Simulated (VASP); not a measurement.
# WS2 (P6_3/mmc) in VASP: a series of runs, part 2 of 2

VASP 6.6.1. The steps go on from the part before.

## Step 4: Single point, PBEsol+D3(BJ)

This run uses another cell than the first one, of 15.94 Å³/atom, 1.009 times its volume.

The input, INCAR:

```
SYSTEM = WS2
  PREC = Accurate
  ENCUT = 520
  EDIFF = 1E-6
  ISMEAR = 0
  SIGMA = 0.02
  LREAL = .False.
  LASPH = .True.
  NELM = 100
  ALGO = Normal
  ISIF = 2
  LWAVE = .False.
  LCHARG = .False.
  GGA = PS
  IVDW = 12
  NBANDS = 35
```

The input, KPOINTS:

```
regular mesh
0
Gamma
  12 12 4
  0 0 0
```

The input, POSCAR:

```
WS2
1.0
    3.0522995749      0.0000000000      0.0000000000
   -1.5261497875      2.6433689718      0.0000000000
    0.0000000000      0.0000000000     11.8509942509
W S
2 4
Direct
    0.3333333333      0.6666666667      0.7500000000
    0.6666666667      0.3333333333      0.2500000000
    0.3333333333      0.6666666667      0.1153261303
    0.6666666667      0.3333333333      0.6153261303
    0.3333333333      0.6666666667      0.3846738697
    0.6666666667      0.3333333333      0.8846738697
```

Potentials or basis: VASP PAW PBE potentials, release 64 (W_sv, S).

On the command line:

```sh
$ cat potpaw_PBE.64/W_sv/POTCAR potpaw_PBE.64/S/POTCAR > POTCAR
$ mpirun -np 1 vasp_std > vasp.out
```

OUTCAR:

```text
SYSTEM = WS2
   PREC = Accurate
   ENCUT = 520
   EDIFF = 1E-6
   ISMEAR = 0
   LREAL = .False.
   LASPH = .True.
   NELM = 100
   ISIF = 2
   GGA = PS
   IVDW = 12
 IVDW          = 12

 ion  position               nearest neighbor table
   1  0.333  0.667  0.750-   4 2.38   6 2.38   4 2.38   6 2.38   4 2.38   6 2.38
   2  0.667  0.333  0.250-   3 2.38   5 2.38   3 2.38   5 2.38   3 2.38   5 2.38
   3  0.333  0.667  0.115-   2 2.38   2 2.38   2 2.38
   4  0.667  0.333  0.615-   1 2.38   1 2.38   1 2.38
   5  0.333  0.667  0.385-   2 2.38   2 2.38   2 2.38
   6  0.667  0.333  0.885-   1 2.38   1 2.38   1 2.38

  LATTYP: Found a hexagonal cell.
 ALAT       =     3.0522995749
 C/A-ratio  =     3.8826445308

  Lattice vectors:

 A1 = (   3.0522995749,   0.0000000000,   0.0000000000)
 A2 = (  -1.5261497875,   2.6433689718,   0.0000000000)
 A3 = (   0.0000000000,   0.0000000000,  11.8509942509)

Analysis of symmetry for initial positions (statically):
=====================================================================
 Subroutine PRICEL returns:
 Original cell was already a primitive cell.

 Routine SETGRP: Setting up the symmetry group for a
 hexagonal supercell.

 Subroutine GETGRP returns: Found 24 space group operations
 (whereof 12 operations were pure point group operations)
 out of a pool of 24 trial point group operations.

The static configuration has the point symmetry D_3d.
 The point group associated with its full space group is D_6h.

Analysis of symmetry for dynamics (positions and initial velocities):
=====================================================================
 Subroutine PRICEL returns:
 Original cell was already a primitive cell.

 Routine SETGRP: Setting up the symmetry group for a
 hexagonal supercell.

 Subroutine GETGRP returns: Found 24 space group operations
 (whereof 12 operations were pure point group operations)
 out of a pool of 24 trial point group operations.

The dynamic configuration has the point symmetry D_3d.
 The point group associated with its full space group is D_6h.

 Subroutine INISYM returns: Found 24 space group operations
 (whereof 12 operations are pure point group operations),
 and found     1 'primitive' translations

----------------------------------------------------------------------------------------

                                     Primitive cell

  volume of cell :      95.6180

  direct lattice vectors                    reciprocal lattice vectors
     3.052299575  0.000000000  0.000000000     0.327621839  0.189152557  0.000000000
    -1.526149788  2.643368972  0.000000000     0.000000000  0.378305114  0.000000000
     0.000000000  0.000000000 11.850994251     0.000000000  0.000000000  0.084381106

  length of vectors
     3.052299575  3.052299575 11.850994251     0.378305114  0.378305114  0.084381106

  position of ions in fractional coordinates (direct lattice)
     0.333333333  0.666666667  0.750000000
     0.666666667  0.333333333  0.250000000
     0.333333333  0.666666667  0.115326130
     0.666666667  0.333333333  0.615326130
     0.333333333  0.666666667  0.384673870
     0.666666667  0.333333333  0.884673870

  ion indices of the primitive-cell ions
   primitive index   ion index
                 1           1
                 2           2
                 3           3
                 4           4
[... 33 lines left out ...]
  0.166667 -0.000000  0.000000      6.000000
  0.250000 -0.000000  0.000000      6.000000
  0.333333  0.000000  0.000000      6.000000
  0.416667 -0.000000  0.000000      6.000000
[... 16 lines left out ...]
  0.250000 -0.000000  0.250000     12.000000
  0.333333  0.000000  0.250000     12.000000
 [... further k-points ...]
   k-points           NKPTS =     57   k-points in BZ     NKDIM =     57   number of bands    NBANDS=     35
   number of dos      NEDOS =    301   number of ions     NIONS =      6
   total plane-waves  NPLWV =  51840
   dimension x,y,z NGX =    24 NGY =   24 NGZ =   90
   dimension x,y,z NGXF=    48 NGYF=   48 NGZF=  180
   ions per type =               2   4
   NGX,Y,Z   is equivalent  to a cutoff of  13.07, 13.07, 12.63 a.u.
   NGXF,Y,Z  is equivalent  to a cutoff of  26.14, 26.14, 25.25 a.u.
 SYSTEM =  WS2
   PREC   = accura    normal or accurate (medium, high low for compatibility)
   ISTART =      0    job   : 0-new  1-cont  2-samecut
   ICHARG =      2    charge: 1-file 2-atom 10-const
   ISPIN  =      1    spin polarized calculation?
   LNONCOLLINEAR =      F non collinear calculations
   LSORBIT =      F    spin-orbit coupling
   LASPH  =      T    aspherical Exc in radial PAW
   ENCUT  =  520.0 eV  38.22 Ry    6.18 a.u.   5.68  5.68 22.03*2*pi/ulx,y,z
   NELM   =    100;   NELMIN=  2; NELMDL= -5     # of ELM steps
   EDIFF  = 0.1E-05   stopping-criterion for ELM
   LREAL  =      F    real-space projection
   EDIFFG = 0.1E-04   stopping-criterion for IOM
   NSW    =      0    number of steps for IOM
   IBRION =     -1    ionic relax: 0-MD 1-quasi-New 2-CG
   NFREE  =      0    steps in history (QN), initial steepest desc. (CG)
   ISIF   =      2    stress and relaxation
   ISYM   =      2    0-nonsym 1-usesym 2-fastsym
   POTIM  = 0.5000    time-step for ionic-motion
   TEBEG  =    0.0;   TEEND  =   0.0 temperature during run
   PSTRESS=    0.0 pullay stress
   NELECT =      52.0000    total number of electrons
   NUPDOWN=      -1.0000    fix difference up-down
   EMIN   =  10.00;   EMAX   =-10.00  energy-range for DOS
   EFERMI =   0.00;   METHOD = LEGACY
   ISMEAR =     0;   SIGMA  =   0.02  broadening in eV -4-tet -1-fermi 0-gaus
   EFERMI_NEDOS =   21; number of points for ismear=-14 and -15
   IALGO  =     38    algorithm
   IMIX   =      4    mixing-type and parameters
     AMIX     =   0.40;   BMIX     =  1.00
     AMIX_MAG =   1.60;   BMIX_MAG =  1.00
  volume/ion in A,a.u.               =      15.94       107.54
  Fermi-wavevector in a.u.,A,eV,Ry     =   1.336276  2.525195 24.295004  1.785632
  Thomas-Fermi vector in A             =   2.464915
   LORBIT       =      0    0 simple, 1 ext, 2 COOP (PROOUT), +10 PAW based schemes
   GGA     = PS    functional components
   LHFCALC =     F    Hartree Fock is set to
   AEXX    =    0.0000 exact exchange contribution
   IVDW    =    12    specifies the selected vdW correction
   LEPSILON=     F    determine dielectric tensor
   LRPA    =     F    only Hartree local field effects (RPA)
 non-spin polarized calculation
 Gauss-broadening in eV      SIGMA  =   0.02
  energy-cutoff  :      520.00
  volume of cell :       95.62
 maximum number of plane-waves:      2600
 NGX is ok and might be reduce to    24
   NGX = 11   NGY = 11   NGZ = 45

 number of electron      52.0000003 magnetization

 Free energy of the ion-electron system (eV)
  ---------------------------------------------------
  ext. energy  EPLUGINS =         0.00000000
  ---------------------------------------------------
  free energy    TOTEN  =       -50.27238450 eV

  energy without entropy =      -50.27238450  energy(sigma->0) =      -50.27238450

 E-fermi :   8.9002     XC(G=0): -11.7691

 val. band max:        8.7361746925   @ k =   0.0000   0.0000   0.0000
 cond. band min:       9.4362666847   @ k =   0.1667   0.1667   0.0000
 fundamental gap:      0.7000919922
 Fermi energy:         8.9001638070

 k-point     1 :       0.0000    0.0000    0.0000
  band No.  band energies     occupation
      1     -65.6578      2.00000
      2     -65.6578      2.00000
      3     -30.0205      2.00000
      4     -30.0204      2.00000
      5     -29.7033      2.00000
      6     -29.7033      2.00000
[... 901 lines left out ...]
     34      13.1219      0.00000
     35      14.5726      0.00000

 [... further k-points ...]

------------------------ aborting loop because EDIFF is reached ----------------------------------------

 Edisp (eV)   -2.58449

 E8    (eV) :    -1.6771

  FORCE on cell =-STRESS in cart. coord.  units (eV):
  Direction    XX          YY          ZZ          XY          YZ          ZX
  --------------------------------------------------------------------------------------
  -------------------------------------------------------------------------------------
  Total       4.34069     4.34069     0.13211    -0.00000    -0.00000     0.00000
  in kB      72.73272    72.73272     2.21357    -0.00000    -0.00000     0.00000
  external pressure =       49.23 kB  Pullay stress =        0.00 kB

 VOLUME and BASIS-vectors are now :
 -----------------------------------------------------------------------------
  energy-cutoff  :      520.00
  volume of cell :       95.62
      direct lattice vectors                 reciprocal lattice vectors
     3.052299575  0.000000000  0.000000000     0.327621839  0.189152557  0.000000000
    -1.526149788  2.643368972  0.000000000     0.000000000  0.378305114  0.000000000
     0.000000000  0.000000000 11.850994251     0.000000000  0.000000000  0.084381106

 POSITION                                       TOTAL-FORCE (eV/Angst)
 -----------------------------------------------------------------------------------
     -0.00000      1.76225      8.88825        -0.000000      0.000000      0.000000
      1.52615      0.88112      2.96275         0.000000     -0.000000      0.000000
     -0.00000      1.76225      1.36673         0.000000      0.000000     -0.019481
      1.52615      0.88112      7.29223        -0.000000     -0.000000     -0.019481
     -0.00000      1.76225      4.55877         0.000000      0.000000      0.019481
      1.52615      0.88112     10.48426        -0.000000      0.000000      0.019481
 -----------------------------------------------------------------------------------
    total drift:                               -0.000000      0.000000     -0.000000

  FREE ENERGIE OF THE ION-ELECTRON SYSTEM (eV)
  ---------------------------------------------------
  free  energy   TOTEN  =       -52.8568744178 eV

  energy  without entropy=      -52.8568744178  energy(sigma->0) =      -52.85687442
```

Wall time 63 s (1 thread of Intel Xeon 6975P-C (Granite Rapids), shared host); peak memory 0.31 GiB.

What came out:

```
Free energy                : -52.8569 eV
Pressure                   : 4.9 GPa
Largest force              : 0.019 eV/Å
Band gap on the k mesh     : 0.70 eV, indirect (least direct gap 1.94 eV)
Dispersion energy per atom : -0.431 eV
```

Forces on the atoms (eV/Å):
```
W    0.000  0.000  0.000
W    0.000  0.000  0.000
S    0.000  0.000 -0.019
S    0.000  0.000 -0.019
S    0.000  0.000  0.019
S    0.000  0.000  0.019
```

Caveat: the PAW data sets were made with another functional, which shifts forces and pressure a little; spin-orbit coupling is left out, which moves the levels of the heavy elements. A k mesh can miss the band edges.
